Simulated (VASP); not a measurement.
# AlGa3P4 (P-4m2) in VASP: vibrations by perturbation theory with PBE

Aim: the vibrations by perturbation theory of AlGa3P4 with PBE.

All numbers are computed with VASP 6.6.1; they aren't measurements. Logs are shortened: lines on timing, memory, paths and dates and some standing lists are left out, and cuts for length are marked.

### Step 1. The cell of the first run

The structure is tetragonal, space group P-4m2 (No. 115). The conventional cell has a = 3.895 Å, b = 3.895 Å, c = 11.008 Å, α = 90.00°, β = 90.00°, γ = 90.00°. Al (site symmetry -4m2) has 4 P at 2.38 Å within 3.1 Å. Ga (site symmetry 2mm) has 4 P at 2.38 to 2.39 Å within 3.2 Å. Ga (site symmetry -4m2) has 4 P at 2.38 Å within 3.1 Å. Within 3.1 Å of P (site symmetry 2mm) lie 4 Ga at 2.38 Å. Within 3.1 Å of P (site symmetry 2mm) lie 2 Al at 2.38 Å and 2 Ga at 2.39 Å.

### Step 2. Vibrations by perturbation theory, PBE

Contents of INCAR:

```
SYSTEM = AlGa3P4
PREC = Accurate
ENCUT = 520
EDIFF = 1E-8
ISMEAR = 0
SIGMA = 0.01
LREAL = .False.
LASPH = .True.
NELM = 100
ALGO = Normal
ISIF = 2
LWAVE = .False.
LCHARG = .False.
GGA = PE
IBRION = 8
NSW = 1
LEPSILON = .True.
KPAR = 4
```

Contents of KPOINTS:

```
Automatic mesh
0
Gamma
  8 8 4
  0 0 0
```

Contents of POSCAR:

```
AlGa3P4
1.0
    3.8952555366      0.0000000000      0.0000000000
    0.0000000000      3.8952555366      0.0000000000
    0.0000000000      0.0000000000     11.0075087989
Al Ga P
1 3 4
Direct
    0.5000000000      0.5000000000      0.5000000000
    0.0000000000      0.0000000000      0.7500263235
    0.5000000000      0.5000000000      0.0000000000
    0.0000000000      0.0000000000      0.2499736765
    0.5000000000      0.0000000000      0.8750495314
    0.0000000000      0.5000000000      0.1249504686
    0.5000000000      0.0000000000      0.3755446670
    0.0000000000      0.5000000000      0.6244553330
```

Potentials or basis: VASP PAW PBE potentials, release 64 (Al, Ga_d, P).

On the command line:

```bash
> cat potpaw_PBE.64/Al/POTCAR potpaw_PBE.64/Ga_d/POTCAR potpaw_PBE.64/P/POTCAR > POTCAR
> mpirun -np 4 vasp_std > vasp.out
```

OUTCAR:

```text
SYSTEM = AlGa3P4
   PREC = Accurate
   ENCUT = 520
   EDIFF = 1E-8
   ISMEAR = 0
   LREAL = .False.
   LASPH = .True.
   NELM = 100
   ISIF = 2
   GGA = PE
   IBRION = 8
   NSW = 1
   LEPSILON = .True.

 ion  position               nearest neighbor table
   1  0.500  0.500  0.500-   7 2.38   8 2.38   7 2.38   8 2.38
   2  0.000  0.000  0.750-   5 2.38   5 2.38   8 2.39   8 2.39
   3  0.500  0.500  0.000-   5 2.38   6 2.38   5 2.38   6 2.38
   4  0.000  0.000  0.250-   6 2.38   6 2.38   7 2.39   7 2.39
   5  0.500  0.000  0.875-   3 2.38   3 2.38   2 2.38   2 2.38
   6  0.000  0.500  0.125-   3 2.38   3 2.38   4 2.38   4 2.38
   7  0.500  0.000  0.376-   1 2.38   1 2.38   4 2.39   4 2.39
   8  0.000  0.500  0.624-   1 2.38   1 2.38   2 2.39   2 2.39

  LATTYP: Found a simple tetragonal cell.
 ALAT       =     3.8952555366
 C/A-ratio  =     2.8258759138

  Lattice vectors:

 A1 = (   3.8952555366,   0.0000000000,   0.0000000000)
 A2 = (   0.0000000000,   3.8952555366,   0.0000000000)
 A3 = (   0.0000000000,   0.0000000000,  11.0075087989)

Analysis of symmetry for initial positions (statically):
=====================================================================
 Subroutine PRICEL returns:
 Original cell was already a primitive cell.

 Routine SETGRP: Setting up the symmetry group for a
 simple tetragonal supercell.

 Subroutine GETGRP returns: Found  8 space group operations
 (whereof  8 operations were pure point group operations)
 out of a pool of 16 trial point group operations.

[... 1296 lines left out ...]
  x     0.00000     0.00000     0.00000     0.00000     0.00000    -7.61209
  y     0.00000     0.00000     0.00000     0.00000     6.42137     0.00000
  z    -8.04391     6.27996     0.21558     0.00000     0.00000     0.00000

 SECOND DERIVATIVES (NOT SYMMETRIZED)
 ------------------------------------
               1X          1Y          1Z          2X          2Y          2Z          3X          3Y          3Z          4X          4Y          4Z          5X          5Y          5Z          6X          6Y          6Z          7X          7Y          7Z          8X          8Y          8Z
  1X    -9.274597    0.000000    0.000000   -0.341578    0.000000    0.000000   -0.162691    0.000000    0.000000   -0.375239    0.000000    0.000000   -0.048896    0.000000    0.000000    0.320230    0.000000    0.000000    1.323163    0.000000    0.000000    8.559608    0.000000    0.000000
  1Y     0.000000   -9.274597    0.000000    0.000000   -0.375239    0.000000    0.000000   -0.162691    0.000000    0.000000   -0.341578    0.000000    0.000000    0.320230    0.000000    0.000000   -0.048896    0.000000    0.000000    8.559608    0.000000    0.000000    1.323163    0.000000
  1Z     0.000000    0.000000  -13.399169    0.000000    0.000000    1.513405    0.000000    0.000000    0.544901    0.000000    0.000000    1.513405    0.000000    0.000000   -0.520923    0.000000    0.000000   -0.520923    0.000000    0.000000    5.434652    0.000000    0.000000    5.434652
  2X    -0.347184    0.000000    0.000000   -8.289376    0.000000    0.000000   -0.396879    0.000000    0.000000   -0.167505    0.000000    0.000000    7.885336    0.000000    0.000000   -0.094729    0.000000    0.000000    0.276931    0.000000    0.000000    1.133406    0.000000    0.000000
  2Y     0.000000   -0.381398    0.000000    0.000000   -7.992735    0.000000    0.000000   -0.381593    0.000000    0.000000   -0.167632    0.000000    0.000000    1.175847    0.000000    0.000000    0.312851    0.000000    0.000000   -0.028669    0.000000    0.000000    7.463330    0.000000
  2Z     0.000000    0.000000    1.516396    0.000000    0.000000  -12.565675    0.000000    0.000000    1.394337    0.000000    0.000000    0.506043    0.000000    0.000000    5.171877    0.000000    0.000000   -0.517576    0.000000    0.000000   -0.631034    0.000000    0.000000    5.125631
  3X    -0.167725    0.000000    0.000000   -0.395291    0.000000    0.000000   -8.347228    0.000000    0.000000   -0.382033    0.000000    0.000000    1.227172    0.000000    0.000000    7.888877    0.000000    0.000000   -0.129867    0.000000    0.000000    0.306096    0.000000    0.000000
  3Y     0.000000   -0.167725    0.000000    0.000000   -0.382033    0.000000    0.000000   -8.347228    0.000000    0.000000   -0.395291    0.000000    0.000000    7.888877    0.000000    0.000000    1.227172    0.000000    0.000000    0.306096    0.000000    0.000000   -0.129867    0.000000
  3Z     0.000000    0.000000    0.541858    0.000000    0.000000    1.397840    0.000000    0.000000  -12.638159    0.000000    0.000000    1.397840    0.000000    0.000000    5.205633    0.000000    0.000000    5.205633    0.000000    0.000000   -0.555323    0.000000    0.000000   -0.555323
  4X    -0.381398    0.000000    0.000000   -0.167632    0.000000    0.000000   -0.381593    0.000000    0.000000   -7.992735    0.000000    0.000000    0.312851    0.000000    0.000000    1.175847    0.000000    0.000000    7.463330    0.000000    0.000000   -0.028669    0.000000    0.000000
  4Y     0.000000   -0.347184    0.000000    0.000000   -0.167505    0.000000    0.000000   -0.396879    0.000000    0.000000   -8.289376    0.000000    0.000000   -0.094729    0.000000    0.000000    7.885336    0.000000    0.000000    1.133406    0.000000    0.000000    0.276931    0.000000
  4Z     0.000000    0.000000    1.516396    0.000000    0.000000    0.506043    0.000000    0.000000    1.394337    0.000000    0.000000  -12.565675    0.000000    0.000000   -0.517576    0.000000    0.000000    5.171877    0.000000    0.000000    5.125631    0.000000    0.000000   -0.631034
  5X    -0.046111    0.000000    0.000000    7.890103    0.000000    0.000000    1.231020    0.000000    0.000000    0.317291    0.000000    0.000000  -10.226425    0.000000    0.000000    0.393461    0.000000    0.000000    0.105745    0.000000    0.000000    0.334917    0.000000    0.000000
  5Y     0.000000    0.322609    0.000000    0.000000    1.178322    0.000000    0.000000    7.894397    0.000000    0.000000   -0.088919    0.000000    0.000000  -10.283314    0.000000    0.000000    0.390753    0.000000    0.000000    0.070002    0.000000    0.000000    0.516150    0.000000
  5Z     0.000000    0.000000   -0.519697    0.000000    0.000000    5.171116    0.000000    0.000000    5.205492    0.000000    0.000000   -0.519041    0.000000    0.000000  -12.143557    0.000000    0.000000    1.097339    0.000000    0.000000    0.573912    0.000000    0.000000    1.134435
  6X     0.322609    0.000000    0.000000   -0.088919    0.000000    0.000000    7.894397    0.000000    0.000000    1.178322    0.000000    0.000000    0.390753    0.000000    0.000000  -10.283314    0.000000    0.000000    0.516150    0.000000    0.000000    0.070002    0.000000    0.000000
  6Y     0.000000   -0.046111    0.000000    0.000000    0.317291    0.000000    0.000000    1.231020    0.000000    0.000000    7.890103    0.000000    0.000000    0.393461    0.000000    0.000000  -10.226425    0.000000    0.000000    0.334917    0.000000    0.000000    0.105745    0.000000
  6Z     0.000000    0.000000   -0.519697    0.000000    0.000000   -0.519041    0.000000    0.000000    5.205492    0.000000    0.000000    5.171116    0.000000    0.000000    1.097339    0.000000    0.000000  -12.143557    0.000000    0.000000    1.134435    0.000000    0.000000    0.573912
  7X     1.325681    0.000000    0.000000    0.281259    0.000000    0.000000   -0.125375    0.000000    0.000000    7.467542    0.000000    0.000000    0.106773    0.000000    0.000000    0.514339    0.000000    0.000000   -9.781270    0.000000    0.000000    0.211051    0.000000    0.000000
  7Y     0.000000    8.562761    0.000000    0.000000   -0.023148    0.000000    0.000000    0.311638    0.000000    0.000000    1.136855    0.000000    0.000000    0.069107    0.000000    0.000000    0.335641    0.000000    0.000000  -10.602930    0.000000    0.000000    0.210076    0.000000
  7Z     0.000000    0.000000    5.436285    0.000000    0.000000   -0.626948    0.000000    0.000000   -0.558502    0.000000    0.000000    5.124770    0.000000    0.000000    0.574771    0.000000    0.000000    1.134944    0.000000    0.000000  -12.105014    0.000000    0.000000    1.019692
  8X     8.562761    0.000000    0.000000    1.136855    0.000000    0.000000    0.311638    0.000000    0.000000   -0.023148    0.000000    0.000000    0.335641    0.000000    0.000000    0.069107    0.000000    0.000000    0.210076    0.000000    0.000000  -10.602930    0.000000    0.000000
  8Y     0.000000    1.325681    0.000000    0.000000    7.467542    0.000000    0.000000   -0.125375    0.000000    0.000000    0.281259    0.000000    0.000000    0.514339    0.000000    0.000000    0.106773    0.000000    0.000000    0.211051    0.000000    0.000000   -9.781270    0.000000
  8Z     0.000000    0.000000    5.436285    0.000000    0.000000    5.124770    0.000000    0.000000   -0.558502    0.000000    0.000000   -0.626948    0.000000    0.000000    1.134944    0.000000    0.000000    0.574771    0.000000    0.000000    1.019692    0.000000    0.000000  -12.105014

 Eigenvectors and eigenvalues of the dynamical matrix
 ----------------------------------------------------

   1 f  =   13.214306 THz    83.027934 2PiTHz  440.781804 cm-1    54.649954 meV
             X         Y         Z           dx          dy          dz
      1.947628  1.947628  5.503754    -0.000000   -0.000000   -0.766433
      0.000000  0.000000  8.255921    -0.000000   -0.000000   -0.006295
      1.947628  1.947628  0.000000    -0.000000   -0.000000    0.093336
      0.000000  0.000000  2.751587    -0.000000   -0.000000   -0.006295
      1.947628  0.000000  9.632115     0.000000   -0.000000   -0.132219
      0.000000  1.947628  1.375393     0.000000   -0.000000   -0.132219
      1.947628  0.000000  4.133811    -0.000000    0.000000    0.429434
      0.000000  1.947628  6.873698     0.000000    0.000000    0.429434
[... 243 lines left out ...]
  24 f/i=    0.007904 THz     0.049660 2PiTHz    0.263638 cm-1     0.032687 meV
             X         Y         Z           dx          dy          dz
      1.947628  1.947628  5.503754     0.179430   -0.205172   -0.000000
      0.000000  0.000000  8.255921     0.290062   -0.331513   -0.000000
      1.947628  1.947628  0.000000     0.290143   -0.331768   -0.000000
      0.000000  0.000000  2.751587     0.289919   -0.331676   -0.000000
      1.947628  0.000000  9.632115     0.193135   -0.220849   -0.000000
      0.000000  1.947628  1.375393     0.193140   -0.220843   -0.000000
      1.947628  0.000000  4.133811     0.192921   -0.219881   -0.000000
      0.000000  1.947628  6.873698     0.192293   -0.220598   -0.000000

--------------------------------------------------------------------------------------------------------

 MACROSCOPIC STATIC DIELECTRIC TENSOR IONIC CONTRIBUTION
 ------------------------------------------------------
           2.336847    -0.000000    -0.000000
          -0.000000     2.336847     0.000000
          -0.000000     0.000000     2.331636
 ------------------------------------------------------

 ELASTIC MODULI CONTR FROM IONIC RELAXATION (kBar)
 Direction    XX          YY          ZZ          XY          YZ          ZX
 --------------------------------------------------------------------------------
 XX        -191.4640    188.3927      0.3669      0.0000      0.0000      0.0000
 YY         188.3927   -191.4640      0.3669      0.0000     -0.0000     -0.0000
 ZZ           0.3669      0.3669     -0.1088      0.0000      0.0000      0.0000
 XY           0.0000      0.0000      0.0000      0.0000      0.0000      0.0000
 YZ           0.0000     -0.0000      0.0000      0.0000   -165.8460     -0.0000
 ZX           0.0000     -0.0000      0.0000      0.0000     -0.0000   -195.4250
 --------------------------------------------------------------------------------

 PIEZOELECTRIC TENSOR IONIC CONTR  for field in x, y, z        (C/m^2)
          XX          YY          ZZ          XY          YZ          ZX
  --------------------------------------------------------------------------------
  x    -0.00000     0.00000    -0.00000     0.00000     0.00000     0.63242
  y     0.00000    -0.00000     0.00000     0.00000    -0.58127    -0.00000
  z     0.62538    -0.62538     0.00000     0.00000    -0.00000    -0.00000
```

Wall time 61 min (4 MPI ranks of Intel Xeon 6975P-C (Granite Rapids), shared host); peak memory 1.4 GiB.

What came out:

| Quantity | Value |
| --- | --- |
| Electronic dielectric tensor (diagonal) | 10.28, 10.28, 9.94 |
| Born charges (mean of the diagonal) | Al +2.24; Ga +2.27, +2.19 (each value once); P -2.17, -2.31 (each value once) e |
| Highest phonon frequency at Γ, LO-TO splitting left out | 441 cm⁻¹ |

Phonon frequencies in cm⁻¹ (negative: imaginary):
```
              q point                                                                            frequencies
(0.000, 0.000, 0.000)  0 0 0 86 86 94 94 121 121 158 179 273 332 332 340 340 342 342 347 353 370 418 418 441
```

Electronic dielectric tensor:
```
10.28  0.00  0.00
 0.00 10.28  0.00
 0.00  0.00  9.94
```

Born effective charge tensors (e):
atom 1, Al
```
2.15 0.00 0.00
0.00 2.15 0.00
0.00 0.00 2.42
```
atom 2, Ga
```
2.31 0.00 0.00
0.00 2.26 0.00
0.00 0.00 2.23
```
atom 3, Ga
```
2.24 0.00 0.00
0.00 2.24 0.00
0.00 0.00 2.08
```
atom 4, Ga
```
2.26 0.00 0.00
0.00 2.31 0.00
0.00 0.00 2.23
```
atom 5, P
```
-2.24  0.00  0.00
 0.00 -2.19  0.00
 0.00  0.00 -2.09
```
atom 6, P
```
-2.19  0.00  0.00
 0.00 -2.24  0.00
 0.00  0.00 -2.09
```
atom 7, P
```
-2.32  0.00  0.00
 0.00 -2.21  0.00
 0.00  0.00 -2.39
```
atom 8, P
```
-2.21  0.00  0.00
 0.00 -2.32  0.00
 0.00  0.00 -2.39
```
